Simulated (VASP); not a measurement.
# OH2 in VASP: single point with PBE

Aim: the single point of OH2 with PBE.

All numbers are computed with VASP 6.6.1; they aren't measurements. Logs are shortened: lines on timing, memory, paths and dates and some standing lists are left out, and cuts for length are marked.

## Step 1: The cell of the first run

The cell holds a molecule in a box, 3 atoms: a = 9.413 Å, b = 9.413 Å, c = 22.804 Å, α = 90.00°, β = 90.00°, γ = 120.00°.

## Step 2: Single point, PBE

The input, INCAR:

```
SYSTEM = H2O
PREC = Accurate ; ENCUT = 520
EDIFF = 1E-6 ; ISMEAR = 0
SIGMA = 0.1 ; LREAL = .FALSE.
LASPH = .TRUE. ; NELM = 100
ALGO = Normal ; ISIF = 2
LWAVE = .FALSE. ; LCHARG = .FALSE.
LDIPOL = .TRUE. ; IDIPOL = 3
DIPOL = 0.5 0.5 0.659 ; GGA = PE
NBANDS = 11
```

The input, KPOINTS:

```
regular mesh
0
G
  3 3 1
  0 0 0
```

The input, POSCAR:

```
H2O
1.0
    9.4134234586      0.0000000000      0.0000000000
   -4.7067117293      8.1522638517      0.0000000000
    0.0000000000      0.0000000000     22.8037675430
O H
1 2
Direct
    0.8522865143      0.6579008157      0.6563533210
    0.8157774187      0.5688410904      0.6844344902
    0.7522036154      0.6344706017      0.6355403221
```

Potentials or basis: VASP PAW PBE potentials, release 64 (O, H).

The run is started by

```
cat potpaw_PBE.64/O/POTCAR potpaw_PBE.64/H/POTCAR > POTCAR
mpirun -np 1 vasp_std > vasp.out
```

OUTCAR:

```text
SYSTEM = H2O
   PREC = Accurate
   ENCUT = 520
   EDIFF = 1E-6
   ISMEAR = 0
   LREAL = .FALSE.
   LASPH = .TRUE.
   NELM = 100
   ISIF = 2
   GGA = PE

 ion  position               nearest neighbor table
   1  0.852  0.658  0.656-   2 0.97   3 0.98
   2  0.816  0.569  0.684-   1 0.97
   3  0.752  0.634  0.636-   1 0.98

  LATTYP: Found a hexagonal cell.
 ALAT       =     9.4134234586
 C/A-ratio  =     2.4224733587

  Lattice vectors:

 A1 = (   9.4134234586,   0.0000000000,   0.0000000000)
 A2 = (  -4.7067117293,   8.1522638517,   0.0000000000)
 A3 = (   0.0000000000,   0.0000000000,  22.8037675430)

Analysis of symmetry for initial positions (statically):
=====================================================================
 Subroutine PRICEL returns:
 Original cell was already a primitive cell.

 Routine SETGRP: Setting up the symmetry group for a
 hexagonal supercell.

 Subroutine GETGRP returns: Found  1 space group operations
 (whereof  1 operations were pure point group operations)
 out of a pool of 24 trial point group operations.

The static configuration has the point symmetry C_1 .

Analysis of symmetry for dynamics (positions and initial velocities):
=====================================================================
 Subroutine PRICEL returns:
 Original cell was already a primitive cell.

 Routine SETGRP: Setting up the symmetry group for a
 hexagonal supercell.

 Subroutine GETGRP returns: Found  1 space group operations
 (whereof  1 operations were pure point group operations)
 out of a pool of 24 trial point group operations.

The dynamic configuration has the point symmetry C_1 .

 Subroutine INISYM returns: Found  1 space group operations
 (whereof  1 operations are pure point group operations),
 and found     1 'primitive' translations

----------------------------------------------------------------------------------------

                                     Primitive cell

  volume of cell :    1749.9774

  direct lattice vectors                    reciprocal lattice vectors
     9.413423459  0.000000000  0.000000000     0.106231278  0.061332657  0.000000000
    -4.706711729  8.152263852  0.000000000     0.000000000  0.122665313  0.000000000
     0.000000000  0.000000000 22.803767543     0.000000000  0.000000000  0.043852403

  length of vectors
     9.413423459  9.413423459 22.803767543     0.122665313  0.122665313  0.043852403

  position of ions in fractional coordinates (direct lattice)
     0.852286514  0.657900816  0.656353321
     0.815777419  0.568841090  0.684434490
[... 76 lines left out ...]
   IALGO  =     38    algorithm
   IMIX   =      4    mixing-type and parameters
     AMIX     =   0.40;   BMIX     =  1.00
     AMIX_MAG =   1.60;   BMIX_MAG =  1.00
  volume/ion in A,a.u.               =     583.33      3936.48
  Fermi-wavevector in a.u.,A,eV,Ry     =   0.271703  0.513444  1.004414  0.073822
  Thomas-Fermi vector in A             =   1.111478
   LORBIT       =      0    0 simple, 1 ext, 2 COOP (PROOUT), +10 PAW based schemes
   GGA     = PE    functional components
   LHFCALC =     F    Hartree Fock is set to
   AEXX    =    0.0000 exact exchange contribution
   IVDW    =     0    specifies the selected vdW correction
   LEPSILON=     F    determine dielectric tensor
   LRPA    =     F    only Hartree local field effects (RPA)
 non-spin polarized calculation
 Gauss-broadening in eV      SIGMA  =   0.10
  energy-cutoff  :      520.00
  volume of cell :     1749.98
 maximum number of plane-waves:     47191
 NGX is ok and might be reduce to    70
   NGX = 35   NGY = 35   NGZ = 85

 number of electron       8.0000000 magnetization

 dipolmoment           0.000000      0.000000     -0.051984 electrons x Angstroem

 Free energy of the ion-electron system (eV)
  ---------------------------------------------------
  ext. energy  EPLUGINS =         0.00000000
  ---------------------------------------------------
  free energy    TOTEN  =       -14.23716835 eV

  energy without entropy =      -14.23716835  energy(sigma->0) =      -14.23716835

 E-fermi :  -6.6144     XC(G=0):  -0.3325

 val. band max:       -7.1535378556   @ k =   0.0000   0.0000   0.0000
 cond. band min:      -1.0256629226   @ k =   0.0000   0.0000   0.0000
 fundamental gap:      6.1278749330
 Fermi energy:        -6.6143542929

 k-point     1 :       0.0000    0.0000    0.0000
  band No.  band energies     occupation
      1     -25.2203      2.00000
      2     -12.9808      2.00000
      3      -9.2375      2.00000
      4      -7.1535      2.00000
      5      -1.0257      0.00000
      6       0.0891      0.00000
      7       0.1646      0.00000
      8       0.7698      0.00000
      9       0.8310      0.00000
     10       1.2743      0.00000
     11       1.2922      0.00000
[... 43 lines left out ...]
 k-point     5 :       0.3333    0.3333    0.0000
  band No.  band energies     occupation
      1     -25.2203      2.00000
      2     -12.9808      2.00000
      3      -9.2376      2.00000
      4      -7.1536      2.00000
      5      -0.8537      0.00000
      6       0.3751      0.00000
      7       0.5524      0.00000
      8       0.7090      0.00000
      9       0.8573      0.00000
     10       0.9106      0.00000
     11       0.9238      0.00000

------------------------ aborting loop because EDIFF is reached ----------------------------------------

 vacuum level on the upper side and lower side of the slab       (xc-potential included)        -0.108         0.015

  FORCE on cell =-STRESS in cart. coord.  units (eV):
  Direction    XX          YY          ZZ          XY          YZ          ZX
  --------------------------------------------------------------------------------------
  -------------------------------------------------------------------------------------
  Total       -0.2231051     -0.0589452     -0.0674545     -0.0644922     -0.0551915     -0.0667560
  in kB       -0.2042620     -0.0539668     -0.0617574     -0.0590453     -0.0505301     -0.0611179
  external PRESSURE =      -0.1066621 kB  Pullay stress =       0.0000000 kB

 VOLUME and BASIS-vectors are now :
 -----------------------------------------------------------------------------
  energy-cutoff  :      520.00
  volume of cell :     1749.98
      direct lattice vectors                 reciprocal lattice vectors
     9.413423459  0.000000000  0.000000000     0.106231278  0.061332657  0.000000000
    -4.706711729  8.152263852  0.000000000     0.000000000  0.122665313  0.000000000
     0.000000000  0.000000000 22.803767543     0.000000000  0.000000000  0.043852403

 POSITION                                       TOTAL-FORCE (eV/Angst)
 -----------------------------------------------------------------------------------
      4.92638      5.36338     14.96733        -0.221555     -0.035685     -0.129002
      5.00189      4.63734     15.60769         0.033257     -0.033389      0.046472
      4.09454      5.17237     14.49271         0.188298      0.069075      0.082531
 -----------------------------------------------------------------------------------
    total drift:                               -0.000551     -0.000235     -0.000031

  FREE ENERGIE OF THE ION-ELECTRON SYSTEM (eV)
  ---------------------------------------------------
  free  energy   TOTEN  =       -14.2371683478 eV

  energy  without entropy=      -14.2371683478  energy(sigma->0) =      -14.23716835

 vacuum level on the upper side and lower side of the slab        -0.051         0.074
```

OSZICAR:

```text
N       E                     dE             d eps       ncg     rms          rms(c)
DAV:   1     0.621053166504E+02    0.62105E+02   -0.16882E+03   150   0.335E+02
DAV:   2    -0.338902573721E+01   -0.65494E+02   -0.62741E+02   186   0.884E+01
DAV:   3    -0.159226118689E+02   -0.12534E+02   -0.12521E+02   134   0.490E+01
[... 14 lines left out ...]
DAV:  18    -0.142371500705E+02   -0.24574E-04   -0.13455E-06   137   0.384E-03    0.693E-04
DAV:  19    -0.142371633066E+02   -0.13236E-04   -0.55203E-07   133   0.289E-03    0.415E-04
DAV:  20    -0.142371664248E+02   -0.31182E-05   -0.84378E-08   139   0.125E-03    0.160E-04
DAV:  21    -0.142371676719E+02   -0.12471E-05   -0.24438E-08   133   0.588E-04    0.129E-04
DAV:  22    -0.142371683478E+02   -0.67590E-06   -0.10216E-08   133   0.374E-04
   1 F= -.14237168E+02 E0= -.14237168E+02  d E =-.132963E-13
```

It took 3.4 min on 1 thread of Intel Xeon Platinum 8488C (Sapphire Rapids), shared host; peak memory 1.4 GiB.

Results:

| Quantity | Value |
| --- | --- |
| Free energy | -14.2372 eV |
| Largest force | 0.259 eV/Å |
| Gap between the frontier levels | 6.13 eV |

Forces on the atoms (eV/Å):
```
O   -0.222 -0.036 -0.129
H    0.033 -0.033  0.046
H    0.188  0.069  0.083
```

Levels at points of the mesh, in eV from the valence-band top:
```tsv
k point	band 1	band 2	band 3	band 4	band 5	band 6	band 7	band 8
(0.00, 0.00, 0.00)	-18.07	-5.83	-2.08	0.00	6.13	7.24	7.32	7.92
```
